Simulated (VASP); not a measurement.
# AgSb (F-43m) in VASP: notebook

AgSb is run at these levels: PBE; tasks: single point.

All numbers are computed with VASP 6.6.1; they aren't measurements. Logs are shortened: lines on timing, memory, paths and dates and some standing lists are left out, and cuts for length are marked.

## 1. The cell of the first run

It takes space group F-43m (No. 216, cubic). The conventional cell has a = 5.961 Å, b = 5.961 Å, c = 5.961 Å, α = 90.00°, β = 90.00°, γ = 90.00°. Within 3.4 Å of Ag (site symmetry -43m) lie 4 Sb at 2.58 Å. Within 3.4 Å of Sb (site symmetry -43m) lie 4 Ag at 2.58 Å.

## 2. Single point, PBE

The input, INCAR:

```
PREC     = Accurate       # precision mode
ENCUT    = 520            # plane-wave cutoff, eV
EDIFF    = 1E-6           # SCF threshold, eV
ISMEAR   = 0              # smearing method
SIGMA    = 0.1            # smearing width, eV
LREAL    = F              # projectors in reciprocal space
LASPH    = T              # aspherical terms in the spheres
NELM     = 60             # most SCF steps
ALGO     = Normal         # electronic algorithm
ISIF     = 2              # what is computed and relaxed
LWAVE    = F              # write WAVECAR
LCHARG   = F              # write CHGCAR
GGA      = PE             # functional
NBANDS   = 15             # bands
```

The input, KPOINTS:

```
regular mesh
0
Gamma
  6 6 6
```

The input, POSCAR:

```
AgSb
1.0
    0.0000000000      2.9806550593      2.9806550593
    2.9806550593      0.0000000000      2.9806550593
    2.9806550593      2.9806550593      0.0000000000
Ag Sb
1 1
Direct
    0.0000000000      0.0000000000      0.0000000000
    0.7500000000      0.7500000000      0.7500000000
```

Potentials or basis: VASP PAW PBE potentials, release 64 (Ag, Sb).

Run with:

```sh
$ cat potpaw_PBE.64/Ag/POTCAR potpaw_PBE.64/Sb/POTCAR > POTCAR
$ mpirun -np 1 vasp_std > vasp.out
```

OUTCAR:

```text
PREC = Accurate
   ENCUT = 520
   EDIFF = 1E-6
   ISMEAR = 0
   LREAL = F
   LASPH = T
   NELM = 60
   ISIF = 2
   GGA = PE

 ion  position               nearest neighbor table
   1  0.000  0.000  0.000-   2 2.58   2 2.58   2 2.58   2 2.58
   2  0.750  0.750  0.750-   1 2.58   1 2.58   1 2.58   1 2.58

  LATTYP: Found a face centered cubic cell.
 ALAT       =     5.9613101186

  Lattice vectors:

 A1 = (   0.0000000000,   2.9806550593,   2.9806550593)
 A2 = (   2.9806550593,   0.0000000000,   2.9806550593)
 A3 = (   2.9806550593,   2.9806550593,   0.0000000000)

Analysis of symmetry for initial positions (statically):
=====================================================================
 Subroutine PRICEL returns:
 Original cell was already a primitive cell.

 Routine SETGRP: Setting up the symmetry group for a
 face centered cubic supercell.

 Subroutine GETGRP returns: Found 24 space group operations
 (whereof 24 operations were pure point group operations)
 out of a pool of 48 trial point group operations.

The static configuration has the point symmetry T_d .

Analysis of symmetry for dynamics (positions and initial velocities):
=====================================================================
 Subroutine PRICEL returns:
 Original cell was already a primitive cell.

 Routine SETGRP: Setting up the symmetry group for a
 face centered cubic supercell.

 Subroutine GETGRP returns: Found 24 space group operations
 (whereof 24 operations were pure point group operations)
 out of a pool of 48 trial point group operations.

The dynamic configuration has the point symmetry T_d .

 Subroutine INISYM returns: Found 24 space group operations
 (whereof 24 operations are pure point group operations),
 and found     1 'primitive' translations

----------------------------------------------------------------------------------------

                                     Primitive cell

  volume of cell :      52.9621

  direct lattice vectors                    reciprocal lattice vectors
     0.000000000  2.980655059  2.980655059    -0.167748361  0.167748361  0.167748361
     2.980655059  0.000000000  2.980655059     0.167748361 -0.167748361  0.167748361
     2.980655059  2.980655059  0.000000000     0.167748361  0.167748361 -0.167748361

  length of vectors
     4.215282810  4.215282810  4.215282810     0.290548684  0.290548684  0.290548684

  position of ions in fractional coordinates (direct lattice)
     0.000000000  0.000000000  0.000000000
     0.750000000  0.750000000  0.750000000

  ion indices of the primitive-cell ions
   primitive index   ion index
                 1           1
                 2           2

[... 75 lines left out ...]
   EMIN   =  10.00;   EMAX   =-10.00  energy-range for DOS
   EFERMI =   0.00;   METHOD = LEGACY
   ISMEAR =     0;   SIGMA  =   0.10  broadening in eV -4-tet -1-fermi 0-gaus
   EFERMI_NEDOS =   21; number of points for ismear=-14 and -15
   IALGO  =     38    algorithm
   IMIX   =      4    mixing-type and parameters
     AMIX     =   0.40;   BMIX     =  1.00
     AMIX_MAG =   1.60;   BMIX_MAG =  1.00
  volume/ion in A,a.u.               =      26.48       178.70
  Fermi-wavevector in a.u.,A,eV,Ry     =   1.098482  2.075831 16.417655  1.206664
  Thomas-Fermi vector in A             =   2.234861
   LORBIT       =      0    0 simple, 1 ext, 2 COOP (PROOUT), +10 PAW based schemes
   GGA     = PE    functional components
   LHFCALC =     F    Hartree Fock is set to
   AEXX    =    0.0000 exact exchange contribution
   IVDW    =     0    specifies the selected vdW correction
   LEPSILON=     F    determine dielectric tensor
   LRPA    =     F    only Hartree local field effects (RPA)
 non-spin polarized calculation
 Gauss-broadening in eV      SIGMA  =   0.10
  energy-cutoff  :      520.00
  volume of cell :       52.96
 maximum number of plane-waves:      1458
   NGX = 15   NGY = 15   NGZ = 15

 number of electron      16.0000000 magnetization

 Free energy of the ion-electron system (eV)
  ---------------------------------------------------
  ext. energy  EPLUGINS =         0.00000000
  ---------------------------------------------------
  free energy    TOTEN  =        -5.84260889 eV

  energy without entropy =       -5.83453863  energy(sigma->0) =       -5.83857376

 E-fermi :   5.9948     XC(G=0):  -9.7668

 val. band max:        5.7512046141   @ k =   0.5000   0.1667   0.0000
 cond. band min:       6.0345973938   @ k =  -0.3333   0.3333   0.0000
 fundamental gap:      0.2833927797
 Fermi energy:         5.9947835390

 k-point     1 :       0.0000    0.0000    0.0000
  band No.  band energies     occupation
      1      -4.7771      2.00000
      2       0.1296      2.00000
      3       0.1296      2.00000
      4       0.1296      2.00000
      5       0.9435      2.00000
      6       0.9435      2.00000
      7       8.6873      0.00000
      8       8.6873      0.00000
      9       8.6873      0.00000
     10       9.8911      0.00000
     11      11.8868      0.00000
     12      11.8868      0.00000
     13      11.8868      0.00000
     14      14.9504      0.00000
[... 257 lines left out ...]
      2       0.2368      2.00000
      3       0.6056      2.00000
      4       0.7440      2.00000
      5       0.9460      2.00000
      6       1.8344      2.00000
      7       2.4835      2.00000
      8       4.3541      2.00000
      9       4.6316      2.00000
     10      11.1755      0.00000
     11      11.7019      0.00000
     12      14.7736      0.00000
     13      15.1296      0.00000
     14      19.1078      0.00000
     15      19.3306      0.00000

------------------------ aborting loop because EDIFF is reached ----------------------------------------

  FORCE on cell =-STRESS in cart. coord.  units (eV):
  Direction    XX          YY          ZZ          XY          YZ          ZX
  --------------------------------------------------------------------------------------
  -------------------------------------------------------------------------------------
  Total        3.2582395      3.2582395      3.2582395      0.0000000      0.0000000      0.0000000
  in kB       98.5662942     98.5662942     98.5662942      0.0000000      0.0000000      0.0000000
  external PRESSURE =      98.5662942 kB  Pullay stress =       0.0000000 kB

 VOLUME and BASIS-vectors are now :
 -----------------------------------------------------------------------------
  energy-cutoff  :      520.00
  volume of cell :       52.96
      direct lattice vectors                 reciprocal lattice vectors
     0.000000000  2.980655059  2.980655059    -0.167748361  0.167748361  0.167748361
     2.980655059  0.000000000  2.980655059     0.167748361 -0.167748361  0.167748361
     2.980655059  2.980655059  0.000000000     0.167748361  0.167748361 -0.167748361

 POSITION                                       TOTAL-FORCE (eV/Angst)
 -----------------------------------------------------------------------------------
      0.00000      0.00000      0.00000         0.000000      0.000000      0.000000
      4.47098      4.47098      4.47098        -0.000000     -0.000000     -0.000000
 -----------------------------------------------------------------------------------
    total drift:                               -0.000000     -0.000000     -0.000000

  FREE ENERGIE OF THE ION-ELECTRON SYSTEM (eV)
  ---------------------------------------------------
  free  energy   TOTEN  =        -5.8426088927 eV

  energy  without entropy=       -5.8345386342  energy(sigma->0) =       -5.83857376
```

OSZICAR:

```text
N       E                     dE             d eps       ncg     rms          rms(c)
DAV:   1     0.762629750647E+02    0.76263E+02   -0.68236E+03   496   0.913E+02
DAV:   2    -0.460341446727E+01   -0.80866E+02   -0.76199E+02   592   0.194E+02
DAV:   3    -0.640569717981E+01   -0.18023E+01   -0.17981E+01   592   0.309E+01
DAV:   4    -0.641811165924E+01   -0.12414E-01   -0.12414E-01   641   0.275E+00
DAV:   5    -0.641833788197E+01   -0.22622E-03   -0.22622E-03   599   0.362E-01    0.668E+00
DAV:   6    -0.588320647349E+01    0.53513E+00   -0.27211E+00   571   0.195E+01    0.480E+00
DAV:   7    -0.585272960730E+01    0.30477E-01   -0.16027E-01   501   0.435E+00    0.254E+00
DAV:   8    -0.584345174477E+01    0.92779E-02   -0.12258E-02   585   0.828E-01    0.280E-01
DAV:   9    -0.584257677842E+01    0.87497E-03   -0.30371E-03   592   0.653E-01    0.822E-02
DAV:  10    -0.584260638811E+01   -0.29610E-04   -0.14948E-04   585   0.801E-02    0.239E-02
DAV:  11    -0.584260878963E+01   -0.24015E-05   -0.12737E-05   578   0.372E-02    0.877E-03
DAV:  12    -0.584260889266E+01   -0.10303E-06   -0.95184E-07   436   0.933E-03
   1 F= -.58426089E+01 E0= -.58385738E+01  d E =-.807026E-02
```

stdout:

```text
POSCAR found type information on POSCAR AgSb
 POSCAR found :  2 types and       2 ions
 scaLAPACK will be used
 LDA part: xc-table for (Slater+PW92), standard interpolation
 POSCAR, INCAR and KPOINTS ok, starting setup
 FFT: planning ... GRIDC
 FFT: planning ... GRID_SOFT
 FFT: planning ... GRID
 WAVECAR not read
 entering main loop
```

Run time: 9.2 s. Hardware: 1 thread of AMD EPYC 9R45 (Zen 5), shared host; peak memory 0.14 GiB.

Results:

```yaml
Free_energy: -5.8426 eV
Pressure: 9.9 GPa
Band_gap_on_the_k_mesh: zero (bands 8 and 9 overlap by 4.06 eV)
```

Levels at points of the mesh, in eV from the Fermi level:
```csv
k point,band 4,band 5,band 6,band 7,band 8,band 9,band 10,band 11,band 12,band 13
"(0.00, 0.00, 0.00)",-5.87,-5.05,-5.05,2.69,2.69,2.69,3.90,5.89,5.89,5.89
"(0.50, 0.00, 0.00)",-5.02,-5.02,-4.64,-4.43,1.09,1.09,4.08,6.59,6.59,7.98
"(0.50, 0.50, 0.00)",-5.29,-4.96,-4.48,-3.37,-1.01,-1.01,3.61,4.07,12.02,12.29
```

Caveat: the cell stands under pressure; spin-orbit coupling is left out, which moves the levels of the heavy elements.

(Part 1 of 2 ends here.)
